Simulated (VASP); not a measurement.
# K16Na (a cell with a defect) in VASP: notebook

K16Na (a cell with a defect) is run at these levels: PBE+D3(BJ); tasks: single point.

All numbers are computed with VASP 6.6.1; they aren't measurements. Logs are shortened: lines on timing, memory, paths and dates and some standing lists are left out, and cuts for length are marked.

## 1. The cell of the first run

The cell holds a defect, 17 atoms: a = 10.460 Å, b = 10.460 Å, c = 10.460 Å, α = 90.00°, β = 90.00°, γ = 90.00°.

## 2. Single point, PBE+D3(BJ)

INCAR reads:

```
SYSTEM = K16Na
PREC = Accurate
ENCUT = 520
EDIFF = 1E-7
ISMEAR = -1
SIGMA = 0.15
LREAL = Auto
LASPH = .TRUE.
NELM = 60
ALGO = Normal
ISIF = 2
LWAVE = .FALSE.
LCHARG = .FALSE.
GGA = PE
IVDW = 12
NBANDS = 90
```

KPOINTS reads:

```
regular mesh
0
G
  1 1 1
  0 0 0
```

POSCAR reads:

```
K16Na
1.0
   10.4600000000      0.0000000000      0.0000000000
    0.0000000000     10.4600000000      0.0000000000
    0.0000000000      0.0000000000     10.4600000000
K Na
16 1
Direct
   -0.0153245698     -0.0511102294      0.0060797323
    0.4711169216      0.0150011472      0.0029586998
   -0.0160866157      0.5520742830      0.0068846080
   -0.0106369025     -0.0080147228      0.5145323136
    0.2460506692      0.2496260038      0.2813934990
    0.4710218929      0.4850459847      0.0033457935
    0.5286551625      0.0048543977      0.4881315488
    0.7764458891      0.2498976099      0.2295809751
   -0.0105501912      0.5078808795      0.5142322180
    0.2552662524      0.7501730402      0.2715549713
    0.2895611855      0.2498422562      0.6871639579
    0.5286037285      0.4951358509      0.4876848948
    0.7267793499      0.7504646272      0.2487528681
    0.7638055449      0.2503157744      0.7705945507
    0.2620206501      0.7495906310      0.7374758126
    0.7169464627      0.7499183556      0.7559516252
    0.1138475143      0.2508961759     -0.0363378585
```

Potentials or basis: VASP PAW PBE potentials, release 64 (K_sv, Na_pv).

On the command line:

```console
$ cat potpaw_PBE.64/K_sv/POTCAR potpaw_PBE.64/Na_pv/POTCAR > POTCAR
$ mpirun -np 1 vasp_gam > vasp.out
```

OUTCAR:

```text
SYSTEM = K16Na
   PREC = Accurate
   ENCUT = 520
   EDIFF = 1E-7
   ISMEAR = -1
   LREAL = Auto
   LASPH = .TRUE.
   NELM = 60
   ISIF = 2
   GGA = PE
   IVDW = 12
 IVDW          = 12

 ion  position               nearest neighbor table
   1  0.985  0.949  0.006-
   2  0.471  0.015  0.003-
   3  0.984  0.552  0.007-
   4  0.989  0.992  0.515-
   5  0.246  0.250  0.281-
   6  0.471  0.485  0.003-
[... 9 lines left out ...]
  16  0.717  0.750  0.756-
  17  0.114  0.251  0.964-

  LATTYP: Found a simple cubic cell.
 ALAT       =    10.4600000000

  Lattice vectors:

 A1 = (  10.4600000000,   0.0000000000,   0.0000000000)
 A2 = (   0.0000000000,  10.4600000000,   0.0000000000)
 A3 = (   0.0000000000,   0.0000000000,  10.4600000000)

Analysis of symmetry for initial positions (statically):
=====================================================================
 Subroutine PRICEL returns:
 Original cell was already a primitive cell.

 Routine SETGRP: Setting up the symmetry group for a
 simple cubic supercell.

 Subroutine GETGRP returns: Found  1 space group operations
 (whereof  1 operations were pure point group operations)
 out of a pool of 48 trial point group operations.

The static configuration has the point symmetry C_1 .

Analysis of symmetry for dynamics (positions and initial velocities):
=====================================================================
 Subroutine PRICEL returns:
 Original cell was already a primitive cell.

 Routine SETGRP: Setting up the symmetry group for a
 simple cubic supercell.

 Subroutine GETGRP returns: Found  1 space group operations
 (whereof  1 operations were pure point group operations)
 out of a pool of 48 trial point group operations.

The dynamic configuration has the point symmetry C_1 .

 Subroutine INISYM returns: Found  1 space group operations
 (whereof  1 operations are pure point group operations),
 and found     1 'primitive' translations

----------------------------------------------------------------------------------------

                                     Primitive cell

  volume of cell :    1144.4453

  direct lattice vectors                    reciprocal lattice vectors
    10.460000000  0.000000000  0.000000000     0.095602294  0.000000000  0.000000000
     0.000000000 10.460000000  0.000000000     0.000000000  0.095602294  0.000000000
     0.000000000  0.000000000 10.460000000     0.000000000  0.000000000  0.095602294

  length of vectors
    10.460000000 10.460000000 10.460000000     0.095602294  0.095602294  0.095602294

  position of ions in fractional coordinates (direct lattice)
     0.984675430  0.948889771  0.006079732
     0.471116922  0.015001147  0.002958700
     0.983913384  0.552074283  0.006884608
     0.989363097  0.991985277  0.514532314
     0.246050669  0.249626004  0.281393499
     0.471021893  0.485045985  0.003345794
[... 9 lines left out ...]
     0.716946463  0.749918356  0.755951625
     0.113847514  0.250896176  0.963662142

  ion indices of the primitive-cell ions
   primitive index   ion index
                 1           1
                 2           2
                 3           3
                 4           4
                 5           5
                 6           6
[... 9 lines left out ...]
                16          16
                17          17

----------------------------------------------------------------------------------------

 KPOINTS: regular mesh

Automatic generation of k-mesh.
 Grid dimensions read from file:
 generate k-points for:    1    1    1

 Generating k-lattice:

  Cartesian coordinates                     Fractional coordinates (reciprocal lattice)
     0.095602294  0.000000000  0.000000000     1.000000000  0.000000000  0.000000000
     0.000000000  0.095602294  0.000000000     0.000000000  1.000000000  0.000000000
     0.000000000  0.000000000  0.095602294     0.000000000  0.000000000  1.000000000

  Length of vectors
     0.095602294  0.095602294  0.095602294

  Shift w.r.t. Gamma in fractional coordinates (k-lattice)
     0.000000000  0.000000000  0.000000000

 Subroutine IBZKPT returns following result:
 ===========================================

 Found      1 irreducible k-points:

 Following reciprocal coordinates:
            Coordinates               Weight
  0.000000  0.000000  0.000000      1.000000
   k-points           NKPTS =      1   k-points in BZ     NKDIM =      1   number of bands    NBANDS=     90
   number of dos      NEDOS =    301   number of ions     NIONS =     17
   total plane-waves  NPLWV = 512000
   dimension x,y,z NGX =    80 NGY =   80 NGZ =   80
   dimension x,y,z NGXF=   160 NGYF=  160 NGZF=  160
   ions per type =              16   1
   NGX,Y,Z   is equivalent  to a cutoff of  12.71, 12.71, 12.71 a.u.
   NGXF,Y,Z  is equivalent  to a cutoff of  25.43, 25.43, 25.43 a.u.
 SYSTEM =  K16Na
   PREC   = accura    normal or accurate (medium, high low for compatibility)
   ISTART =      0    job   : 0-new  1-cont  2-samecut
   ICHARG =      2    charge: 1-file 2-atom 10-const
   ISPIN  =      1    spin polarized calculation?
   LNONCOLLINEAR =      F non collinear calculations
   LSORBIT =      F    spin-orbit coupling
   LASPH  =      T    aspherical Exc in radial PAW
   ENCUT  =  520.0 eV  38.22 Ry    6.18 a.u.  19.45 19.45 19.45*2*pi/ulx,y,z
   NELM   =     60;   NELMIN=  2; NELMDL= -5     # of ELM steps
   EDIFF  = 0.1E-06   stopping-criterion for ELM
   LREAL  =      T    real-space projection
   EDIFFG = 0.1E-05   stopping-criterion for IOM
   NSW    =      0    number of steps for IOM
   IBRION =     -1    ionic relax: 0-MD 1-quasi-New 2-CG
   NFREE  =      0    steps in history (QN), initial steepest desc. (CG)
   ISIF   =      2    stress and relaxation
   ISYM   =      2    0-nonsym 1-usesym 2-fastsym
   POTIM  = 0.5000    time-step for ionic-motion
   TEBEG  =    0.0;   TEEND  =   0.0 temperature during run
   PSTRESS=    0.0 pullay stress
   NELECT =     151.0000    total number of electrons
   NUPDOWN=      -1.0000    fix difference up-down
   EMIN   =  10.00;   EMAX   =-10.00  energy-range for DOS
   EFERMI =   0.00;   METHOD = LEGACY
   ISMEAR =    -1;   SIGMA  =   0.15  broadening in eV -4-tet -1-fermi 0-gaus
   EFERMI_NEDOS =   21; number of points for ismear=-14 and -15
   IALGO  =     38    algorithm
   IMIX   =      4    mixing-type and parameters
     AMIX     =   0.40;   BMIX     =  1.00
     AMIX_MAG =   1.60;   BMIX_MAG =  1.00
  volume/ion in A,a.u.               =      67.32       454.30
  Fermi-wavevector in a.u.,A,eV,Ry     =   0.833429  1.574953  9.450668  0.694604
  Thomas-Fermi vector in A             =   1.946652
   LORBIT       =      0    0 simple, 1 ext, 2 COOP (PROOUT), +10 PAW based schemes
   GGA     = PE    functional components
   LHFCALC =     F    Hartree Fock is set to
   AEXX    =    0.0000 exact exchange contribution
   IVDW    =    12    specifies the selected vdW correction
   LEPSILON=     F    determine dielectric tensor
   LRPA    =     F    only Hartree local field effects (RPA)
 non-spin polarized calculation
  energy-cutoff  :      520.00
  volume of cell :     1144.45
 maximum number of plane-waves:     15516
 NGX is ok and might be reduce to    80
   NGX = 39   NGY = 39   NGZ = 39

 number of electron     151.0000005 magnetization

 Free energy of the ion-electron system (eV)
  ---------------------------------------------------
  ext. energy  EPLUGINS =         0.00000000
  ---------------------------------------------------
  free energy    TOTEN  =       -16.91098053 eV

  energy without entropy =      -15.68018835  energy(sigma->0) =      -16.29558444

 E-fermi :   0.1852     XC(G=0):  -5.8128

 val. band max:       -0.6723447056   @ k =   0.0000   0.0000   0.0000
 cond. band min:       0.2759070644   @ k =   0.0000   0.0000   0.0000
 fundamental gap:      0.9482517700
 Fermi energy:         0.1851914473

 k-point     1 :       0.0000    0.0000    0.0000
  band No.  band energies     occupation
      1     -32.0959      2.00000
      2     -32.0916      2.00000
      3     -32.0850      2.00000
      4     -32.0844      2.00000
      5     -32.0826      2.00000
      6     -32.0800      2.00000
[... 79 lines left out ...]
     86       0.7317      0.05099
     87       1.4011      0.00060
 [bands above 87 left out]

------------------------ aborting loop because EDIFF is reached ----------------------------------------

 Edisp (eV)   -2.05710

 E8    (eV) :    -1.1012

  FORCE on cell =-STRESS in cart. coord.  units (eV):
  Direction    XX          YY          ZZ          XY          YZ          ZX
  --------------------------------------------------------------------------------------
  -------------------------------------------------------------------------------------
  Total       0.16629     1.14012     0.96430    -0.00782     0.00570    -0.55023
  in kB       0.23280     1.59613     1.34998    -0.01095     0.00798    -0.77030
  external pressure =        1.06 kB  Pullay stress =        0.00 kB

 VOLUME and BASIS-vectors are now :
 -----------------------------------------------------------------------------
  energy-cutoff  :      520.00
  volume of cell :     1144.45
      direct lattice vectors                 reciprocal lattice vectors
    10.460000000  0.000000000  0.000000000     0.095602294  0.000000000  0.000000000
     0.000000000 10.460000000  0.000000000     0.000000000  0.095602294  0.000000000
     0.000000000  0.000000000 10.460000000     0.000000000  0.000000000  0.095602294

 POSITION                                       TOTAL-FORCE (eV/Angst)
 -----------------------------------------------------------------------------------
     10.29970      9.92539      0.06359         0.001107      0.006982     -0.000936
      4.92788      0.15691      0.03095         0.002398      0.002817      0.000722
     10.29173      5.77470      0.07201         0.000916     -0.007387     -0.000906
     10.34874     10.37617      5.38201         0.001450     -0.005118      0.001788
      2.57369      2.61109      2.94338        -0.004677      0.000486      0.002660
      4.92689      5.07358      0.03500         0.002039     -0.005925     -0.001621
[... 9 lines left out ...]
      7.49926      7.84415      7.90725         0.001483      0.001391      0.003787
      1.19084      2.62437     10.07991         0.007279     -0.000643     -0.016023
 -----------------------------------------------------------------------------------
    total drift:                               -0.003343      0.003639      0.004820

  FREE ENERGIE OF THE ION-ELECTRON SYSTEM (eV)
  ---------------------------------------------------
  free  energy   TOTEN  =       -18.9680834119 eV

  energy  without entropy=      -17.7372912271  energy(sigma->0) =      -18.35268732
```

Run time: 13 min. Hardware: 1 thread of Intel Xeon 8259CL, shared host; peak memory 0.92 GiB.

What came out:

```yaml
Free_energy: -18.9681 eV
Pressure: 0.1 GPa
Largest_force: 0.018 eV/Å
Band_gap_on_the_k_mesh: zero (an odd number of electrons rules out a gap without spin polarisation)
Dispersion_energy_per_atom: -0.121 eV
```

Forces in eV/Å, atoms in the order of the input:
```
K    0.001  0.007 -0.001
K    0.002  0.003  0.001
K    0.001 -0.007 -0.001
K    0.001 -0.005  0.002
K   -0.005  0.000  0.003
K    0.002 -0.006 -0.002
K    0.002  0.001 -0.001
K    0.003 -0.001  0.000
K    0.000  0.003  0.002
K   -0.002  0.001 -0.002
K   -0.014  0.001  0.011
K   -0.001 -0.002 -0.002
K   -0.004 -0.001  0.003
K   -0.002  0.000  0.000
K    0.006  0.005  0.000
K    0.001  0.001  0.004
Na   0.007 -0.001 -0.016
```

Caveat: the k points lie up to 0.60 Å⁻¹ apart, too coarse for converged energies and pressures of a metal.

(Continued in part 2 of 2.)

The gap in the log of VASP goes by the Fermi energy; the results here count the filled bands.